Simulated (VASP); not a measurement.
# Co (P6_3/mmc) in VASP: notebook

Co is run at these levels: PBE; tasks: single point.

Program: VASP 6.6.1. These are calculated values, not measurements. Logs are shortened: lines on timing, memory, paths and dates and some standing lists are left out, and cuts for length are marked.

## 1. The cell of the first run

It takes space group P6_3/mmc (No. 194, hexagonal). The conventional cell has a = 2.568 Å, b = 2.568 Å, c = 3.710 Å, α = 90.00°, β = 90.00°, γ = 120.00°. Co (site symmetry -6m2) has 12 Co at 2.37 to 2.57 Å within 3.1 Å.

## 2. Single point, PBE, collinear spin, ferromagnetic start

INCAR

```
PREC = Accurate
ENCUT = 520
EDIFF = 1E-7
ISMEAR = 0
SIGMA = 0.15
LREAL = False
LASPH = True
NELM = 150
ALGO = Fast
ISIF = 2
LWAVE = False
LCHARG = True
ISPIN = 2
MAGMOM = 1.86 1.86
LORBIT = 11
LMAXMIX = 4
GGA = PE
LELF = True
LVHAR = True
NBANDS = 20
```

KPOINTS

```
regular mesh
0
Gamma
  21 21 12
```

POSCAR

```
Co
1.0
    2.5682000000      0.0000000000      0.0000000000
   -1.2841000000      2.2241264420      0.0000000000
    0.0000000000      0.0000000000      3.7097000000
Co
2
Direct
    0.3333333333      0.6666666667      0.2500000000
    0.6666666667      0.3333333333      0.7500000000
```

Potentials or basis: VASP PAW PBE potentials, release 64 (Co).

Launch:

```console
> cat potpaw_PBE.64/Co/POTCAR > POTCAR
> mpirun -np 1 vasp_std > vasp.out
```

OUTCAR:

```text
PREC = Accurate
   ENCUT = 520
   EDIFF = 1E-7
   ISMEAR = 0
   LREAL = False
   LASPH = True
   NELM = 150
   ISIF = 2
   ISPIN = 2
   LORBIT = 11
   GGA = PE

 ion  position               nearest neighbor table
   1  0.333  0.667  0.250-   2 2.37   2 2.37   2 2.37   2 2.37   2 2.37   2 2.37
   2  0.667  0.333  0.750-   1 2.37   1 2.37   1 2.37   1 2.37   1 2.37   1 2.37

  LATTYP: Found a hexagonal cell.
 ALAT       =     2.5682000000
 C/A-ratio  =     1.4444747294

  Lattice vectors:

 A1 = (   2.5682000000,   0.0000000000,   0.0000000000)
 A2 = (  -1.2841000000,   2.2241264420,   0.0000000000)
 A3 = (   0.0000000000,   0.0000000000,   3.7097000000)

Analysis of symmetry for initial positions (statically):
=====================================================================
 Subroutine PRICEL returns:
 Original cell was already a primitive cell.

 Routine SETGRP: Setting up the symmetry group for a
 hexagonal supercell.

 Subroutine GETGRP returns: Found 24 space group operations
 (whereof 12 operations were pure point group operations)
 out of a pool of 24 trial point group operations.

The static configuration has the point symmetry D_3d.
 The point group associated with its full space group is D_6h.

Analysis of symmetry for dynamics (positions and initial velocities):
=====================================================================
 Subroutine PRICEL returns:
 Original cell was already a primitive cell.

 Routine SETGRP: Setting up the symmetry group for a
 hexagonal supercell.

 Subroutine GETGRP returns: Found 24 space group operations
 (whereof 12 operations were pure point group operations)
 out of a pool of 24 trial point group operations.

The dynamic configuration has the point symmetry D_3d.
 The point group associated with its full space group is D_6h.

Analysis of structural, dynamic, and magnetic symmetry:
=====================================================================
 Subroutine PRICEL returns:
 Original cell was already a primitive cell.

 Routine SETGRP: Setting up the symmetry group for a
 hexagonal supercell.

 Subroutine GETGRP returns: Found 24 space group operations
 (whereof 12 operations were pure point group operations)
 out of a pool of 24 trial point group operations.

The overall configuration has the point symmetry D_3d.
 The point group associated with its full space group is D_6h.

 Subroutine INISYM returns: Found 24 space group operations
 (whereof 12 operations are pure point group operations),
 and found     1 'primitive' translations

----------------------------------------------------------------------------------------

                                     Primitive cell

  volume of cell :      21.1898

  direct lattice vectors                    reciprocal lattice vectors
     2.568200000  0.000000000  0.000000000     0.389377774  0.224807363  0.000000000
    -1.284100000  2.224126442  0.000000000     0.000000000  0.449614726  0.000000000
     0.000000000  0.000000000  3.709700000     0.000000000  0.000000000  0.269563577

  length of vectors
     2.568200000  2.568200000  3.709700000     0.449614726  0.449614726  0.269563577

  position of ions in fractional coordinates (direct lattice)
     0.333333333  0.666666667  0.250000000
     0.666666667  0.333333333  0.750000000

  ion indices of the primitive-cell ions
   primitive index   ion index
                 1           1
                 2           2

----------------------------------------------------------------------------------------

 KPOINTS: regular mesh

Automatic generation of k-mesh.
 Grid dimensions read from file:
 generate k-points for:   21   21   12

 Generating k-lattice:

  Cartesian coordinates                     Fractional coordinates (reciprocal lattice)
     0.018541799  0.010705113  0.000000000     0.047619048 -0.000000000  0.000000000
     0.000000000  0.021410225  0.000000000     0.000000000  0.047619048  0.000000000
     0.000000000  0.000000000  0.022463631     0.000000000  0.000000000  0.083333333

  Length of vectors
     0.021410225  0.021410225  0.022463631

  Shift w.r.t. Gamma in fractional coordinates (k-lattice)
     0.000000000  0.000000000  0.000000000

 Subroutine IBZKPT returns following result:
 ===========================================

 Found    336 irreducible k-points:

 Following reciprocal coordinates:
            Coordinates               Weight
  0.000000  0.000000  0.000000      1.000000
  0.047619 -0.000000  0.000000      6.000000
  0.095238  0.000000  0.000000      6.000000
  0.142857  0.000000  0.000000      6.000000
  0.190476  0.000000  0.000000      6.000000
  0.238095 -0.000000  0.000000      6.000000
[... 16 lines left out ...]
  0.142857  0.095238  0.000000     12.000000
  0.190476  0.095238  0.000000     12.000000
 [... further k-points ...]
   k-points           NKPTS =    336   k-points in BZ     NKDIM =    336   number of bands    NBANDS=     20
   number of dos      NEDOS =    301   number of ions     NIONS =      2
   total plane-waves  NPLWV =  11200
   dimension x,y,z NGX =    20 NGY =   20 NGZ =   28
   dimension x,y,z NGXF=    40 NGYF=   40 NGZF=   56
   ions per type =               2
   NGX,Y,Z   is equivalent  to a cutoff of  12.95, 12.95, 12.55 a.u.
   NGXF,Y,Z  is equivalent  to a cutoff of  25.89, 25.89, 25.10 a.u.
 SYSTEM =  unknown system
   PREC   = accura    normal or accurate (medium, high low for compatibility)
   ISTART =      0    job   : 0-new  1-cont  2-samecut
   ICHARG =      2    charge: 1-file 2-atom 10-const
   ISPIN  =      2    spin polarized calculation?
   LNONCOLLINEAR =      F non collinear calculations
   LSORBIT =      F    spin-orbit coupling
   LASPH  =      T    aspherical Exc in radial PAW
   ENCUT  =  520.0 eV  38.22 Ry    6.18 a.u.   4.78  4.78  6.90*2*pi/ulx,y,z
   NELM   =    150;   NELMIN=  2; NELMDL= -5     # of ELM steps
   EDIFF  = 0.1E-06   stopping-criterion for ELM
   LREAL  =      F    real-space projection
   EDIFFG = 0.1E-05   stopping-criterion for IOM
   NSW    =      0    number of steps for IOM
   IBRION =     -1    ionic relax: 0-MD 1-quasi-New 2-CG
   NFREE  =      0    steps in history (QN), initial steepest desc. (CG)
   ISIF   =      2    stress and relaxation
   ISYM   =      2    0-nonsym 1-usesym 2-fastsym
   POTIM  = 0.5000    time-step for ionic-motion
   TEBEG  =    0.0;   TEEND  =   0.0 temperature during run
   PSTRESS=    0.0 pullay stress
   NELECT =      18.0000    total number of electrons
   NUPDOWN=      -1.0000    fix difference up-down
   EMIN   =  10.00;   EMAX   =-10.00  energy-range for DOS
   EFERMI =   0.00;   METHOD = LEGACY
   ISMEAR =     0;   SIGMA  =   0.15  broadening in eV -4-tet -1-fermi 0-gaus
   EFERMI_NEDOS =   21; number of points for ismear=-14 and -15
   IALGO  =     68    algorithm
   IMIX   =      4    mixing-type and parameters
     AMIX     =   0.40;   BMIX     =  1.00
     AMIX_MAG =   1.60;   BMIX_MAG =  1.00
  volume/ion in A,a.u.               =      10.59        71.50
  Fermi-wavevector in a.u.,A,eV,Ry     =   1.550446  2.929918 32.706809  2.403883
  Thomas-Fermi vector in A             =   2.655108
   LORBIT       =     11    0 simple, 1 ext, 2 COOP (PROOUT), +10 PAW based schemes
   GGA     = PE    functional components
   LHFCALC =     F    Hartree Fock is set to
   AEXX    =    0.0000 exact exchange contribution
   IVDW    =     0    specifies the selected vdW correction
   LEPSILON=     F    determine dielectric tensor
   LRPA    =     F    only Hartree local field effects (RPA)
 spin polarized calculation
 RMM-DIIS sequential band-by-band and
 Gauss-broadening in eV      SIGMA  =   0.15
  energy-cutoff  :      520.00
  volume of cell :       21.19
 maximum number of plane-waves:       584
 NGX is ok and might be reduce to    20

 number of electron      18.0000000 magnetization       3.1289488

 Free energy of the ion-electron system (eV)
  ---------------------------------------------------
  ext. energy  EPLUGINS =         0.00000000
  ---------------------------------------------------
  free energy    TOTEN  =       -13.90904667 eV

  energy without entropy =      -13.88847390  energy(sigma->0) =      -13.89876028

 E-fermi :  10.5752     XC(G=0): -13.5324

 val. band max:       10.5745815963   @ k =   0.3333   0.2857   0.0833
 cond. band min:      10.5758840980   @ k =   0.0952   0.0000   0.2500
 fundamental gap:      0.0013025017
 Fermi energy:        10.5751604780

 spin component 1

 k-point     1 :       0.0000    0.0000    0.0000
  band No.  band energies     occupation
      1       1.5635      1.00000
      2       5.3935      1.00000
      3       7.9156      1.00000
      4       7.9156      1.00000
      5       8.3173      1.00000
      6       8.3173      1.00000
[... 12 lines left out ...]
     19      35.1179      0.00000
     20      38.7748      0.00000
[... 507 lines left out ...]
 k-point    24 :       0.1905    0.0952    0.0000
  band No.  band energies     occupation
      1       3.5022      1.00000
      2       6.0723      1.00000
      3       7.0413      1.00000
      4       7.1883      1.00000
      5       7.8249      1.00000
      6       8.2922      1.00000
[... 12 lines left out ...]
     19      35.0134      0.00000
     20      36.5329      0.00000

 [... further k-points ...]

 spin component 2

 k-point     1 :       0.0000    0.0000    0.0000
  band No.  band energies     occupation
      1       1.5615      1.00000
      2       6.4355      1.00000
      3       9.5207      1.00000
      4       9.5207      1.00000
      5       9.9026      1.00000
      6       9.9026      1.00000
[... 12 lines left out ...]
     19      35.0560      0.00000
     20      38.5349      0.00000
[... 507 lines left out ...]
 k-point    24 :       0.1905    0.0952    0.0000
  band No.  band energies     occupation
      1       3.5367      1.00000
      2       7.2474      1.00000
      3       8.4034      1.00000
      4       8.4157      1.00000
      5       9.3218      1.00000
      6       9.8851      1.00000
[... 12 lines left out ...]
     19      35.2087      0.00000
     20      36.9770      0.00000

 [... further k-points ...]
[... 5 lines left out ...]
  --------------------------------------------------------------------------------------
  -------------------------------------------------------------------------------------
  Total       -0.3754555     -0.3754555      3.8007361     -0.0000000     -0.0000000      0.0000000
  in kB      -28.3884645    -28.3884645    287.3764618     -0.0000000     -0.0000000      0.0000000
  external PRESSURE =      76.8665109 kB  Pullay stress =       0.0000000 kB

 VOLUME and BASIS-vectors are now :
 -----------------------------------------------------------------------------
  energy-cutoff  :      520.00
  volume of cell :       21.19
      direct lattice vectors                 reciprocal lattice vectors
     2.568200000  0.000000000  0.000000000     0.389377774  0.224807363  0.000000000
    -1.284100000  2.224126442  0.000000000     0.000000000  0.449614726  0.000000000
     0.000000000  0.000000000  3.709700000     0.000000000  0.000000000  0.269563577

 POSITION                                       TOTAL-FORCE (eV/Angst)
 -----------------------------------------------------------------------------------
     -0.00000      1.48275      0.92743         0.000000      0.000000      0.000000
      1.28410      0.74138      2.78228         0.000000     -0.000000      0.000000
 -----------------------------------------------------------------------------------
    total drift:                                0.000000      0.000000     -0.000000

  FREE ENERGIE OF THE ION-ELECTRON SYSTEM (eV)
  ---------------------------------------------------
  free  energy   TOTEN  =       -13.9090466692 eV

  energy  without entropy=      -13.8884738965  energy(sigma->0) =      -13.89876028

 total charge

# of ion       s       p       d       tot
------------------------------------------
    1        0.502   0.542   7.297   8.342
    2        0.502   0.542   7.297   8.342
--------------------------------------------------
tot          1.005   1.084  14.594  16.683

 magnetization (x)

# of ion       s       p       d       tot
------------------------------------------
    1       -0.016  -0.054   1.648   1.578
    2       -0.016  -0.054   1.648   1.578
--------------------------------------------------
tot         -0.032  -0.107   3.295   3.156
```

Run time: 6.6 min. Hardware: 1 thread of Oxide Virtual Turin-like, shared host; peak memory 0.26 GiB.

What came out:

- Free energy: -13.9090 eV
- Pressure: 7.7 GPa
- Net moment: 3.13 μB per cell
- Site moments: Co +1.58 μB
- Valence electrons inside the program's atomic spheres: Co 8.34

Levels at points of the mesh, in eV from the Fermi level:
Spin up:
```csv
k point,band 7,band 8,band 9,band 10,band 11,band 12,band 13,band 14,band 15,band 16
"(0.00, 0.00, 0.00)",-2.19,-2.19,-2.05,-0.65,-0.65,1.37,8.35,20.74,22.59,22.59
"(0.00, 0.00, 0.50)",-2.54,-2.54,-0.95,-0.95,-0.95,-0.95,18.33,18.33,21.71,21.71
```
Spin down:
```tsv
k point	band 3	band 4	band 5	band 6	band 7	band 8	band 9	band 10	band 11	band 12
(0.00, 0.00, 0.00)	-1.05	-1.05	-0.67	-0.67	-0.51	-0.51	-0.31	1.08	1.08	1.33
(0.00, 0.00, 0.50)	-1.33	-1.33	-1.33	-1.33	-1.08	-1.08	0.81	0.81	0.81	0.81
```

## 3. Single point, PBE, collinear spin, ferromagnetic start

This run uses another cell than the first one, of the same volume but with other edges.

INCAR

```
ALGO     = Normal         # electronic algorithm
EDIFF    = 1E-6           # SCF threshold, eV
ENCUT    = 520            # plane-wave cutoff, eV
GGA      = PE             # functional
ISIF     = 2              # what is computed and relaxed
ISMEAR   = 0              # smearing method
ISPIN    = 2              # spin polarisation
LASPH    = True           # aspherical terms in the spheres
LCHARG   = False          # write CHGCAR
LMAXMIX  = 4              # l up to which the mixer works
LORBIT   = 11             # projections on sites
LREAL    = False          # projectors in reciprocal space
LWAVE    = False          # write WAVECAR
MAGMOM   = 1.86 1.86      # initial moments
NBANDS   = 20             # bands
NELM     = 150            # most SCF steps
PREC     = Accurate       # precision mode
SIGMA    = 0.15           # smearing width, eV
```

KPOINTS

```
k-points
0
Gamma
  21 21 12
```

POSCAR

```
Co
1.0
    2.4933810334      0.0000000000      0.0000000000
   -1.2466905167      2.1593313163      0.0000000000
    0.0000000000      0.0000000000      3.9315000000
Co
2
Direct
    0.3333333333      0.6666666667      0.2500000000
    0.6666666667      0.3333333333      0.7500000000
```

Potentials or basis: VASP PAW PBE potentials, release 64 (Co).

Launch:

```console
> cat potpaw_PBE.64/Co/POTCAR > POTCAR
> mpirun -np 1 vasp_std > vasp.out
```

Wall time 4.6 min (1 thread of Oxide Virtual Turin-like, shared host); peak memory 0.26 GiB.

Results (log left out):

| Property | Result |
| --- | --- |
| Free energy | -14.0645 eV |
| Pressure | 5.1 GPa |
| Net moment | 3.15 μB per cell |
| Site moments | Co +1.59 μB |
| Valence electrons inside the program's atomic spheres | Co 8.32 |

Stress tensor (GPa, compression positive):
```
 2.48  0.00  0.00
 0.00  2.48  0.00
 0.00  0.00 10.28
```

Levels at points of the mesh, in eV from the Fermi level:
Spin up:
```csv
k point,band 8,band 9,band 10,band 11,band 12,band 13,band 14,band 15
"(0.00, 0.00, 0.00)",-1.99,-1.99,-0.75,-0.75,0.23,6.98,21.87,24.47
"(0.00, 0.00, 0.50)",-2.71,-1.07,-1.07,-1.07,-1.07,16.00,16.00,22.65
```
Spin down:
| k point | band 5 | band 6 | band 7 | band 8 | band 9 | band 10 |
| --- | --- | --- | --- | --- | --- | --- |
| (0.00, 0.00, 0.00) | -0.86 | -0.59 | -0.59 | -0.29 | -0.29 | 0.17 |
| (0.00, 0.00, 0.50) | -1.11 | -1.11 | -1.11 | -1.11 | 0.74 | 0.74 |

(Part 1 of 2 ends here.)
